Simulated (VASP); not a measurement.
# C (I4/mmm) in VASP: relaxation of cell and atoms with PBEsol

Aim: the relaxation of cell and atoms of C with PBEsol.

Program: VASP 6.6.1. These are calculated values, not measurements. Logs are shortened: lines on timing, memory, paths and dates and some standing lists are left out, and cuts for length are marked.

### 1 The cell of the first run

The structure is tetragonal, space group I4/mmm (No. 139). The conventional cell has a = 2.462 Å, b = 2.462 Å, c = 3.745 Å, α = 90.00°, β = 90.00°, γ = 90.00°. C (site symmetry 4/mmm) has 12 C at 2.46 to 2.56 Å within 3.3 Å.

### 2 Relaxation of cell and atoms, PBEsol

Input file INCAR:

```
SYSTEM = C
ALGO = Normal ; EDIFF = 1E-7
EDIFFG = -0.04 ; ENCUT = 1300
GGA = PS ; GGA_COMPAT = .FALSE.
IBRION = 2 ; ISIF = 3
ISMEAR = 0 ; LASPH = .TRUE.
LCHARG = .FALSE. ; LREAL = .FALSE.
LWAVE = .FALSE. ; NELM = 120
NELMIN = 4 ; NSW = 90
PREC = Accurate ; SIGMA = 0.1
```

Input file KPOINTS:

```
k-points
0
G
  10 10 10
  0 0 0
```

Input file POSCAR:

```
C
1.0
   -1.2309364123      1.2309364123      1.8726901807
    1.2309364123     -1.2309364123      1.8726901807
    1.2309364123      1.2309364123     -1.8726901807
C
1
Direct
    0.0000000000      0.0000000000      0.0000000000
```

Potentials or basis: VASP PAW PBE potentials, release 64 (C_h).

On the command line:

```sh
cat potpaw_PBE.64/C_h/POTCAR > POTCAR
mpirun -np 1 vasp_std > vasp.out
```

OUTCAR:

```text
SYSTEM = C
   EDIFF = 1E-7
   EDIFFG = -0.04
   ENCUT = 1300
   GGA = PS
   IBRION = 2
   ISIF = 3
   ISMEAR = 0
   LASPH = .TRUE.
   LREAL = .FALSE.
   NELM = 120
   NELMIN = 4
   NSW = 90
   PREC = Accurate

 ion  position               nearest neighbor table
   1  0.000  0.000  0.000-

  LATTYP: Found a body centered tetragonal cell.
 ALAT       =     2.4618728246
 C/A-ratio  =     1.5213541187

  Lattice vectors:

 A1 = (  -1.2309364123,   1.2309364123,   1.8726901807)
 A2 = (   1.2309364123,  -1.2309364123,   1.8726901807)
 A3 = (   1.2309364123,   1.2309364123,  -1.8726901807)

Analysis of symmetry for initial positions (statically):
=====================================================================
 Subroutine PRICEL returns:
 Original cell was already a primitive cell.

 Routine SETGRP: Setting up the symmetry group for a
 body centered tetragonal supercell.

 Subroutine GETGRP returns: Found 16 space group operations
 (whereof 16 operations were pure point group operations)
 out of a pool of 16 trial point group operations.

The static configuration has the point symmetry D_4h.

Analysis of symmetry for dynamics (positions and initial velocities):
=====================================================================
 Subroutine PRICEL returns:
 Original cell was already a primitive cell.

 Routine SETGRP: Setting up the symmetry group for a
 body centered tetragonal supercell.

 Subroutine GETGRP returns: Found 16 space group operations
 (whereof 16 operations were pure point group operations)
 out of a pool of 16 trial point group operations.

The dynamic configuration has the point symmetry D_4h.

 Subroutine INISYM returns: Found 16 space group operations
 (whereof 16 operations are pure point group operations),
 and found     1 'primitive' translations

----------------------------------------------------------------------------------------

                                     Primitive cell

  volume of cell :      11.3500

  direct lattice vectors                    reciprocal lattice vectors
    -1.230936412  1.230936412  1.872690181     0.000000000  0.406194825  0.266995579
     1.230936412 -1.230936412  1.872690181     0.406194825  0.000000000  0.266995579
     1.230936412  1.230936412 -1.872690181     0.406194825  0.406194825  0.000000000

  length of vectors
     2.556829563  2.556829563  2.556829563     0.486087312  0.486087312  0.574446230

  position of ions in fractional coordinates (direct lattice)
     0.000000000  0.000000000  0.000000000

  ion indices of the primitive-cell ions
   primitive index   ion index
                 1           1

----------------------------------------------------------------------------------------

 KPOINTS: k-points

Automatic generation of k-mesh.
 Grid dimensions read from file:
 generate k-points for:   10   10   10

 Generating k-lattice:

  Cartesian coordinates                     Fractional coordinates (reciprocal lattice)
     0.000000000  0.040619482  0.026699558     0.100000000  0.000000000  0.000000000
     0.040619482  0.000000000  0.026699558     0.000000000  0.100000000  0.000000000
     0.040619482  0.040619482  0.000000000     0.000000000  0.000000000  0.100000000

  Length of vectors
     0.048608731  0.048608731  0.057444623

  Shift w.r.t. Gamma in fractional coordinates (k-lattice)
     0.000000000  0.000000000  0.000000000

 Subroutine IBZKPT returns following result:
 ===========================================

 Found    102 irreducible k-points:

 Following reciprocal coordinates:
            Coordinates               Weight
  0.000000  0.000000  0.000000      1.000000
  0.100000  0.000000  0.000000      8.000000
  0.200000  0.000000  0.000000      8.000000
  0.300000  0.000000  0.000000      8.000000
  0.400000  0.000000  0.000000      8.000000
  0.500000  0.000000 -0.000000      4.000000
[... 16 lines left out ...]
  0.300000  0.300000  0.000000      8.000000
  0.400000  0.300000  0.000000     16.000000
 [... further k-points ...]
   k-points           NKPTS =    102   k-points in BZ     NKDIM =    102   number of bands    NBANDS=      6
   number of dos      NEDOS =    301   number of ions     NIONS =      1
   total plane-waves  NPLWV =  27000
   dimension x,y,z NGX =    30 NGY =   30 NGZ =   30
   dimension x,y,z NGXF=    60 NGYF=   60 NGZF=   60
   ions per type =               1
   NGX,Y,Z   is equivalent  to a cutoff of  19.51, 19.51, 19.51 a.u.
   NGXF,Y,Z  is equivalent  to a cutoff of  39.01, 39.01, 39.01 a.u.
 SYSTEM =  C
   PREC   = accura    normal or accurate (medium, high low for compatibility)
   ISTART =      0    job   : 0-new  1-cont  2-samecut
   ICHARG =      2    charge: 1-file 2-atom 10-const
   ISPIN  =      1    spin polarized calculation?
   LNONCOLLINEAR =      F non collinear calculations
   LSORBIT =      F    spin-orbit coupling
   LASPH  =      T    aspherical Exc in radial PAW
   ENCUT  = 1300.0 eV  95.55 Ry    9.77 a.u.   7.52  7.52  7.52*2*pi/ulx,y,z
   NELM   =    120;   NELMIN=  4; NELMDL= -5     # of ELM steps
   EDIFF  = 0.1E-06   stopping-criterion for ELM
   LREAL  =      F    real-space projection
   EDIFFG = -.4E-01   stopping-criterion for IOM
   NSW    =     90    number of steps for IOM
   IBRION =      2    ionic relax: 0-MD 1-quasi-New 2-CG
   NFREE  =      1    steps in history (QN), initial steepest desc. (CG)
   ISIF   =      3    stress and relaxation
   ISYM   =      2    0-nonsym 1-usesym 2-fastsym
   POTIM  = 0.5000    time-step for ionic-motion
   TEBEG  =    0.0;   TEEND  =   0.0 temperature during run
   PSTRESS=    0.0 pullay stress
   NELECT =       4.0000    total number of electrons
   NUPDOWN=      -1.0000    fix difference up-down
   EMIN   =  10.00;   EMAX   =-10.00  energy-range for DOS
   EFERMI =   0.00;   METHOD = LEGACY
   ISMEAR =     0;   SIGMA  =   0.10  broadening in eV -4-tet -1-fermi 0-gaus
   EFERMI_NEDOS =   21; number of points for ismear=-14 and -15
   IALGO  =     38    algorithm
   IMIX   =      4    mixing-type and parameters
     AMIX     =   0.40;   BMIX     =  1.00
     AMIX_MAG =   1.60;   BMIX_MAG =  1.00
  volume/ion in A,a.u.               =      11.35        76.59
  Fermi-wavevector in a.u.,A,eV,Ry     =   1.156367  2.185217 18.193509  1.337185
  Thomas-Fermi vector in A             =   2.292988
   LORBIT       =      0    0 simple, 1 ext, 2 COOP (PROOUT), +10 PAW based schemes
   GGA     = PS    functional components
   LHFCALC =     F    Hartree Fock is set to
   AEXX    =    0.0000 exact exchange contribution
   IVDW    =     0    specifies the selected vdW correction
   LEPSILON=     F    determine dielectric tensor
   LRPA    =     F    only Hartree local field effects (RPA)
 conjugate gradient relaxation of ions
 non-spin polarized calculation
 Gauss-broadening in eV      SIGMA  =   0.10
  energy-cutoff  :     1300.00
  volume of cell :       11.35
 maximum number of plane-waves:      1227
   NGX = 15   NGY = 15   NGZ = 15

--------------------------------------- Ionic step        1  -------------------------------------------

 number of electron       4.0000000 magnetization

 Free energy of the ion-electron system (eV)
  ---------------------------------------------------
  ext. energy  EPLUGINS =         0.00000000
  ---------------------------------------------------
  free energy    TOTEN  =        -4.52876815 eV

  energy without entropy =       -4.52616905  energy(sigma->0) =       -4.52746860

 E-fermi :   3.2354     XC(G=0): -10.8814

 val. band max:        3.2151513370   @ k =  -0.3000   0.5000   0.2000
 cond. band min:       3.2374929353   @ k =  -0.2000  -0.3000   0.1000
 fundamental gap:      0.0223415983
 Fermi energy:         3.2353831396

 k-point     1 :       0.0000    0.0000    0.0000
  band No.  band energies     occupation
      1     -10.7292      2.00000
      2       8.2705      0.00000
      3       8.4375      0.00000
      4       8.4375      0.00000
      5      23.1964      0.00000
      6      27.5381      0.00000
[... 525 lines left out ...]
 k-point    24 :       0.4000    0.3000    0.0000
  band No.  band energies     occupation
      1       1.0396      2.00000
      2       8.4844      2.00000
      3      13.5644      0.00000
      4      22.9363      0.00000
      5      32.4983      0.00000
      6      35.5987      0.00000

 [... further k-points ...]

[... ionic steps 4 to 24 ...]

--------------------------------------- Ionic step       25  -------------------------------------------

 number of electron       4.0000000 magnetization

------------------------ aborting loop because EDIFF is reached ----------------------------------------

  FORCE on cell =-STRESS in cart. coord.  units (eV):
  Direction    XX          YY          ZZ          XY          YZ          ZX
  --------------------------------------------------------------------------------------
  -------------------------------------------------------------------------------------
  Total        0.1215917      0.1215917     -0.0330820      0.0000000     -0.0000000      0.0000000
  in kB       25.5749282     25.5749282     -6.9582800      0.0000000     -0.0000000      0.0000000
  external PRESSURE =      14.7305254 kB  Pullay stress =       0.0000000 kB
[... 55 lines left out ...]
  energy  without entropy=       -7.1434311135  energy(sigma->0) =       -7.14354186

--------------------------------------- Ionic step       27  -------------------------------------------

 number of electron       4.0000000 magnetization

 Free energy of the ion-electron system (eV)
  ---------------------------------------------------
  ext. energy  EPLUGINS =         0.00000000
  ---------------------------------------------------
  free energy    TOTEN  =        -7.14373293 eV

  energy without entropy =       -7.14351548  energy(sigma->0) =       -7.14362421

 E-fermi :   7.1541     XC(G=0): -11.9257

 val. band max:        7.0568865968   @ k =   0.5000   0.5000   0.2000
 cond. band min:       7.2773397269   @ k =  -0.4000  -0.4000   0.1000
 fundamental gap:      0.2204531300
 Fermi energy:         7.1541413908

 k-point     1 :       0.0000    0.0000    0.0000
  band No.  band energies     occupation
      1     -13.0966      2.00000
      2       1.7286      2.00000
      3      12.5048      0.00000
      4      23.0031      0.00000
      5      23.0031      0.00000
      6      42.9683      0.00000
[... 235 lines left out ...]
  FREE ENERGIE OF THE ION-ELECTRON SYSTEM (eV)
  ---------------------------------------------------
  free  energy   TOTEN  =        -7.1437329294 eV

  energy  without entropy=       -7.1435154839  energy(sigma->0) =       -7.14362421

 reached required accuracy - stopping structural energy minimisation
```

Run time: 3 min. Hardware: 1 thread of AMD EPYC 9R45 (Zen 5), shared host; peak memory 0.15 GiB.

Results:

```yaml
Free_energy: -7.1437 eV
Relaxed_volume: 7.62 Å³/atom
Relaxed_cell: a = 3.161 Å, b = 3.161 Å, c = 3.161 Å, α = 150.54°, β = 150.54°, γ = 42.15°
Space_group_after_relaxing_to_0.1_Å: I4/mmm (No. 139)
Pressure_after_relaxing: 0.1 GPa
Band_gap_on_the_k_mesh: zero (bands 2 and 3 overlap by 2.34 eV)
```

Final structure:
```yaml
crystal:
  lattice:
    - [-0.80367, 0.80367, 2.94934]
    - [0.80367, -0.80367, 2.94934]
    - [0.80367, 0.80367, -2.94934]
  atoms:
    - { symbol: C, position: [0.00000, 0.00000, 0.00000] }
```

Levels at points of the mesh, in eV from the Fermi level:
| k point | band 1 | band 2 | band 3 | band 4 | band 5 | band 6 |
| --- | --- | --- | --- | --- | --- | --- |
| (0.00, 0.00, 0.00) | -20.25 | -5.43 | 5.35 | 15.85 | 15.85 | 35.81 |
| (0.50, 0.00, 0.00) | -10.88 | -6.77 | 1.51 | 12.23 | 20.01 | 21.22 |
| (0.50, 0.50, 0.00) | -3.35 | -3.18 | 7.98 | 8.68 | 13.58 | 23.04 |
| (0.50, 0.50, 0.50) | -19.48 | -9.30 | 14.99 | 15.79 | 15.79 | 24.30 |

Caveat: the volume moved by over 15 % at a fixed basis, so the end points are rough; the PAW data sets were made with another functional, which shifts forces and pressure a little.

The gap in the log of VASP goes by the Fermi energy; the results here count the filled bands.